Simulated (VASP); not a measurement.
Ga4AsP3:

```
CELL_PARAMETERS angstrom
5.56378 0.00000 0.00000
0.00000 5.56378 0.00000
0.00000 0.00000 5.56378
ATOMIC_POSITIONS crystal
Ga 0.75450 0.75450 0.24550
Ga 0.75450 0.24550 0.75450
Ga 0.24550 0.75450 0.75450
Ga 0.24550 0.24550 0.24550
P 0.50000 0.00000 0.00000
P 0.00000 0.50000 0.00000
P 0.00000 0.00000 0.50000
As 0.50000 0.50000 0.50000
```

Base run:

* Program: VASP 6.6.1
* Functional: r2SCAN
* Potentials or basis: VASP PAW PBE potentials, release 64 (Ga_d, P, As)
* Cutoff: 520 eV
* k mesh: 6 × 6 × 6
* Occupations: gaussian, width 0.02 eV
* Spin: no spin polarisation

Its results: band gap on the k mesh 1.56 eV; pressure -2.5 GPa; largest force 0.059 eV/Å.

**Question.** The run is repeated on the same cell with these changes: functional from r2SCAN to PBE. What comes out?

**Answer.** Band gap on the k mesh 1.16 eV; pressure 0.1 GPa; largest force 0.003 eV/Å.

Caveats: the PAW data sets were made with another functional, which shifts forces and pressure a little (at least some runs).

A k mesh can miss the band edges.
